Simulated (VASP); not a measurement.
# SiC (Moissanite 3C) (F-43m) in VASP: a series of runs

Runs on SiC (Moissanite 3C). Level: LDA. Tasks: single point.

All numbers are computed with VASP 6.6.1; they aren't measurements. Logs are shortened: lines on timing, memory, paths and dates and some standing lists are left out, and cuts for length are marked.

### 1 The cell of the first run

It takes space group F-43m (No. 216, cubic). The conventional cell has a = 4.358 Å, b = 4.358 Å, c = 4.358 Å, α = 90.00°, β = 90.00°, γ = 90.00°. Si (site symmetry -43m) has 4 C at 1.89 Å within 2.5 Å. Within 2.5 Å of C (site symmetry -43m) lie 4 Si at 1.89 Å.

### 2 Single point, LDA

INCAR

```
PREC = Accurate ; ENCUT = 600
EDIFF = 1E-6 ; ISMEAR = 0
SIGMA = 0.01 ; LREAL = False
LASPH = True ; NELM = 120
ALGO = Normal ; ISIF = 2
LWAVE = False ; LCHARG = False
GGA = CA ; NBANDS = 11
GGA_COMPAT = False
```

KPOINTS

```
Automatic mesh
0
Gamma
  7 7 7
```

POSCAR

```
SiC
1.0
    0.0000000000      2.1790000000      2.1790000000
    2.1790000000      0.0000000000      2.1790000000
    2.1790000000      2.1790000000      0.0000000000
Si C
1 1
Direct
    0.0000000000      0.0000000000      0.0000000000
    0.2500000000      0.2500000000      0.2500000000
```

Potentials or basis: VASP PAW LDA potentials, release 64 (Si, C).

Command:

```sh
cat potpaw_LDA.64/Si/POTCAR potpaw_LDA.64/C/POTCAR > POTCAR
mpirun -np 1 vasp_std > vasp.out
```

OUTCAR:

```text
PREC = Accurate
   ENCUT = 600
   EDIFF = 1E-6
   ISMEAR = 0
   LREAL = False
   LASPH = True
   NELM = 120
   ISIF = 2
   GGA = CA

 ion  position               nearest neighbor table
   1  0.000  0.000  0.000-   2 1.89   2 1.89   2 1.89   2 1.89
   2  0.250  0.250  0.250-   1 1.89   1 1.89   1 1.89   1 1.89

  LATTYP: Found a face centered cubic cell.
 ALAT       =     4.3580000000

  Lattice vectors:

 A1 = (   0.0000000000,   2.1790000000,   2.1790000000)
 A2 = (   2.1790000000,   0.0000000000,   2.1790000000)
 A3 = (   2.1790000000,   2.1790000000,   0.0000000000)

Analysis of symmetry for initial positions (statically):
=====================================================================
 Subroutine PRICEL returns:
 Original cell was already a primitive cell.

 Routine SETGRP: Setting up the symmetry group for a
 face centered cubic supercell.

 Subroutine GETGRP returns: Found 24 space group operations
 (whereof 24 operations were pure point group operations)
 out of a pool of 48 trial point group operations.

The static configuration has the point symmetry T_d .

Analysis of symmetry for dynamics (positions and initial velocities):
=====================================================================
 Subroutine PRICEL returns:
 Original cell was already a primitive cell.

 Routine SETGRP: Setting up the symmetry group for a
 face centered cubic supercell.

 Subroutine GETGRP returns: Found 24 space group operations
 (whereof 24 operations were pure point group operations)
 out of a pool of 48 trial point group operations.

The dynamic configuration has the point symmetry T_d .

 Subroutine INISYM returns: Found 24 space group operations
 (whereof 24 operations are pure point group operations),
 and found     1 'primitive' translations

----------------------------------------------------------------------------------------

                                     Primitive cell

  volume of cell :      20.6920

  direct lattice vectors                    reciprocal lattice vectors
     0.000000000  2.179000000  2.179000000    -0.229463056  0.229463056  0.229463056
     2.179000000  0.000000000  2.179000000     0.229463056 -0.229463056  0.229463056
     2.179000000  2.179000000  0.000000000     0.229463056  0.229463056 -0.229463056

  length of vectors
     3.081571352  3.081571352  3.081571352     0.397441672  0.397441672  0.397441672

  position of ions in fractional coordinates (direct lattice)
     0.000000000  0.000000000  0.000000000
     0.250000000  0.250000000  0.250000000

  ion indices of the primitive-cell ions
   primitive index   ion index
                 1           1
                 2           2

----------------------------------------------------------------------------------------

 KPOINTS: Automatic mesh

Automatic generation of k-mesh.
 Grid dimensions read from file:
 generate k-points for:    7    7    7

 Generating k-lattice:

  Cartesian coordinates                     Fractional coordinates (reciprocal lattice)
    -0.032780437  0.032780437  0.032780437     0.142857143  0.000000000  0.000000000
     0.032780437 -0.032780437  0.032780437     0.000000000  0.142857143  0.000000000
     0.032780437  0.032780437 -0.032780437     0.000000000  0.000000000  0.142857143

  Length of vectors
     0.056777382  0.056777382  0.056777382

  Shift w.r.t. Gamma in fractional coordinates (k-lattice)
     0.000000000  0.000000000  0.000000000

 Subroutine IBZKPT returns following result:
 ===========================================

 Found     20 irreducible k-points:

 Following reciprocal coordinates:
            Coordinates               Weight
  0.000000  0.000000  0.000000      1.000000
  0.142857  0.000000  0.000000      8.000000
  0.285714  0.000000  0.000000      8.000000
  0.428571  0.000000  0.000000      8.000000
  0.142857  0.142857  0.000000      6.000000
  0.285714  0.142857  0.000000     24.000000
[... 12 lines left out ...]
 -0.428571  0.428571  0.142857     24.000000
 -0.285714  0.428571  0.142857     24.000000
   k-points           NKPTS =     20   k-points in BZ     NKDIM =     20   number of bands    NBANDS=     11
   number of dos      NEDOS =    301   number of ions     NIONS =      2
   total plane-waves  NPLWV =  21952
   dimension x,y,z NGX =    28 NGY =   28 NGZ =   28
   dimension x,y,z NGXF=    56 NGYF=   56 NGZF=   56
   ions per type =               1   1
   NGX,Y,Z   is equivalent  to a cutoff of  15.11, 15.11, 15.11 a.u.
   NGXF,Y,Z  is equivalent  to a cutoff of  30.21, 30.21, 30.21 a.u.
 SYSTEM =  unknown system
   PREC   = accura    normal or accurate (medium, high low for compatibility)
   ISTART =      0    job   : 0-new  1-cont  2-samecut
   ICHARG =      2    charge: 1-file 2-atom 10-const
   ISPIN  =      1    spin polarized calculation?
   LNONCOLLINEAR =      F non collinear calculations
   LSORBIT =      F    spin-orbit coupling
   LASPH  =      T    aspherical Exc in radial PAW
   ENCUT  =  600.0 eV  44.10 Ry    6.64 a.u.   6.15  6.15  6.15*2*pi/ulx,y,z
   NELM   =    120;   NELMIN=  2; NELMDL= -5     # of ELM steps
   EDIFF  = 0.1E-05   stopping-criterion for ELM
   LREAL  =      F    real-space projection
   EDIFFG = 0.1E-04   stopping-criterion for IOM
   NSW    =      0    number of steps for IOM
   IBRION =     -1    ionic relax: 0-MD 1-quasi-New 2-CG
   NFREE  =      0    steps in history (QN), initial steepest desc. (CG)
   ISIF   =      2    stress and relaxation
   ISYM   =      2    0-nonsym 1-usesym 2-fastsym
   POTIM  = 0.5000    time-step for ionic-motion
   TEBEG  =    0.0;   TEEND  =   0.0 temperature during run
   PSTRESS=    0.0 pullay stress
   NELECT =       8.0000    total number of electrons
   NUPDOWN=      -1.0000    fix difference up-down
   EMIN   =  10.00;   EMAX   =-10.00  energy-range for DOS
   EFERMI =   0.00;   METHOD = LEGACY
   ISMEAR =     0;   SIGMA  =   0.01  broadening in eV -4-tet -1-fermi 0-gaus
   EFERMI_NEDOS =   21; number of points for ismear=-14 and -15
   IALGO  =     38    algorithm
   IMIX   =      4    mixing-type and parameters
     AMIX     =   0.40;   BMIX     =  1.00
     AMIX_MAG =   1.60;   BMIX_MAG =  1.00
  volume/ion in A,a.u.               =      10.35        69.82
  Fermi-wavevector in a.u.,A,eV,Ry     =   1.192626  2.253736 19.352338  1.422357
  Thomas-Fermi vector in A             =   2.328660
   LORBIT       =      0    0 simple, 1 ext, 2 COOP (PROOUT), +10 PAW based schemes
   GGA     = CA    functional components
   LHFCALC =     F    Hartree Fock is set to
   AEXX    =    0.0000 exact exchange contribution
   IVDW    =     0    specifies the selected vdW correction
   LEPSILON=     F    determine dielectric tensor
   LRPA    =     F    only Hartree local field effects (RPA)
 non-spin polarized calculation
 Gauss-broadening in eV      SIGMA  =   0.01
  energy-cutoff  :      600.00
  volume of cell :       20.69
 maximum number of plane-waves:       701
 NGX is ok and might be reduce to    28
   NGX = 13   NGY = 13   NGZ = 13

 number of electron       8.0000000 magnetization

 Free energy of the ion-electron system (eV)
  ---------------------------------------------------
  ext. energy  EPLUGINS =         0.00000000
  ---------------------------------------------------
  free energy    TOTEN  =       -16.63649195 eV

  energy without entropy =      -16.63649195  energy(sigma->0) =      -16.63649195

 E-fermi :   8.2037     XC(G=0): -11.5561

 val. band max:        8.0635163711   @ k =   0.0000   0.0000   0.0000
 cond. band min:       9.6030199740   @ k =   0.4286   0.4286   0.0000
 fundamental gap:      1.5395036030
 Fermi energy:         8.2037054089

 k-point     1 :       0.0000    0.0000    0.0000
  band No.  band energies     occupation
      1      -7.2533      2.00000
      2       8.0635      2.00000
      3       8.0635      2.00000
      4       8.0635      2.00000
      5      14.3540      0.00000
      6      15.2536      0.00000
      7      15.2536      0.00000
      8      15.2536      0.00000
      9      22.5215      0.00000
     10      22.5215      0.00000
     11      24.2317      0.00000

 k-point     2 :       0.1429    0.0000    0.0000
  band No.  band energies     occupation
      1      -6.8546      2.00000
      2       6.2264      2.00000
      3       7.8079      2.00000
      4       7.8079      2.00000
      5      14.4612      0.00000
      6      15.6799      0.00000
      7      15.6799      0.00000
      8      16.0360      0.00000
      9      21.1231      0.00000
     10      21.1231      0.00000
     11      23.7475      0.00000

 k-point     3 :       0.2857    0.0000    0.0000
  band No.  band energies     occupation
      1      -5.6988      2.00000
      2       2.9666      2.00000
      3       7.3451      2.00000
      4       7.3451      2.00000
      5      13.8622      0.00000
      6      15.7742      0.00000
      7      15.7742      0.00000
      8      17.6113      0.00000
      9      21.4841      0.00000
     10      21.4841      0.00000
     11      22.9754      0.00000

 k-point     4 :       0.4286    0.0000    0.0000
  band No.  band energies     occupation
      1      -4.0703      2.00000
      2       0.1038      2.00000
      3       7.0481      2.00000
      4       7.0481      2.00000
      5      13.4983      0.00000
      6      15.2774      0.00000
      7      15.2774      0.00000
      8      17.9835      0.00000
      9      23.7449      0.00000
     10      24.1765      0.00000
     11      24.1765      0.00000

 k-point     5 :       0.1429    0.1429    0.0000
  band No.  band energies     occupation
      1      -6.7216      2.00000
      2       6.6991      2.00000
      3       7.1896      2.00000
      4       7.1896      2.00000
      5      13.8811      0.00000
      6      15.3701      0.00000
      7      16.5826      0.00000
      8      16.5826      0.00000
      9      19.1100      0.00000
     10      23.1160      0.00000
     11      26.2276      0.00000
[... 155 lines left out ...]
 k-point    17 :       0.4286    0.2857    0.1429
  band No.  band energies     occupation
      1      -4.7030      2.00000
      2       2.9422      2.00000
      3       4.6275      2.00000
      4       6.3341      2.00000
      5      13.0804      0.00000
      6      15.5607      0.00000
      7      16.4744      0.00000
      8      18.6722      0.00000
      9      20.6903      0.00000
     10      24.5327      0.00000
     11      27.8001      0.00000

 k-point    18 :      -0.4286    0.2857    0.1429
  band No.  band energies     occupation
      1      -3.1794      2.00000
      2       0.9077      2.00000
      3       3.9224      2.00000
      4       5.5678      2.00000
      5      13.1427      0.00000
      6      15.6043      0.00000
      7      17.6849      0.00000
      8      19.0400      0.00000
      9      21.2742      0.00000
     10      24.1924      0.00000
     11      27.9446      0.00000

 k-point    19 :      -0.4286    0.4286    0.1429
  band No.  band energies     occupation
      1      -2.5978      2.00000
      2       1.1700      2.00000
      3       3.7884      2.00000
      4       4.2635      2.00000
      5      11.6370      0.00000
      6      14.5199      0.00000
      7      18.6138      0.00000
      8      21.2134      0.00000
      9      21.5915      0.00000
     10      25.6153      0.00000
     11      29.3387      0.00000

 k-point    20 :      -0.2857    0.4286    0.1429
  band No.  band energies     occupation
      1      -2.1226      2.00000
      2       0.9962      2.00000
      3       2.5817      2.00000
      4       4.4527      2.00000
      5      12.6749      0.00000
      6      16.5271      0.00000
      7      18.1325      0.00000
      8      18.8432      0.00000
      9      21.4979      0.00000
     10      24.5553      0.00000
     11      29.3453      0.00000

------------------------ aborting loop because EDIFF is reached ----------------------------------------

  FORCE on cell =-STRESS in cart. coord.  units (eV):
  Direction    XX          YY          ZZ          XY          YZ          ZX
  --------------------------------------------------------------------------------------
  -------------------------------------------------------------------------------------
  Total       -0.5370963     -0.5370963     -0.5370963      0.0000000      0.0000000     -0.0000000
  in kB      -41.5873306    -41.5873306    -41.5873306      0.0000000      0.0000000     -0.0000000
  external PRESSURE =     -41.5873306 kB  Pullay stress =       0.0000000 kB

 VOLUME and BASIS-vectors are now :
 -----------------------------------------------------------------------------
  energy-cutoff  :      600.00
  volume of cell :       20.69
      direct lattice vectors                 reciprocal lattice vectors
     0.000000000  2.179000000  2.179000000    -0.229463056  0.229463056  0.229463056
     2.179000000  0.000000000  2.179000000     0.229463056 -0.229463056  0.229463056
     2.179000000  2.179000000  0.000000000     0.229463056  0.229463056 -0.229463056

 POSITION                                       TOTAL-FORCE (eV/Angst)
 -----------------------------------------------------------------------------------
      0.00000      0.00000      0.00000         0.000000      0.000000      0.000000
      1.08950      1.08950      1.08950        -0.000000     -0.000000     -0.000000
 -----------------------------------------------------------------------------------
    total drift:                               -0.000000     -0.000000     -0.000000

  FREE ENERGIE OF THE ION-ELECTRON SYSTEM (eV)
  ---------------------------------------------------
  free  energy   TOTEN  =       -16.6364919544 eV

  energy  without entropy=      -16.6364919544  energy(sigma->0) =      -16.63649195
```

It took 13 s on 1 thread of Intel Xeon 8259CL, shared host; peak memory 0.13 GiB.

Results:

| Property | Result |
| --- | --- |
| Free energy | -16.6365 eV |
| Pressure | -4.2 GPa |
| Band gap on the k mesh | 1.54 eV, indirect (least direct gap 4.63 eV) |

Levels at points of the mesh, in eV from the valence-band top:
| k point | band 2 | band 3 | band 4 | band 5 | band 6 | band 7 |
| --- | --- | --- | --- | --- | --- | --- |
| (0.00, 0.00, 0.00) | 0.00 | 0.00 | 0.00 | 6.29 | 7.19 | 7.19 |

A k mesh can miss the band edges.

[end of part 1 of 2]
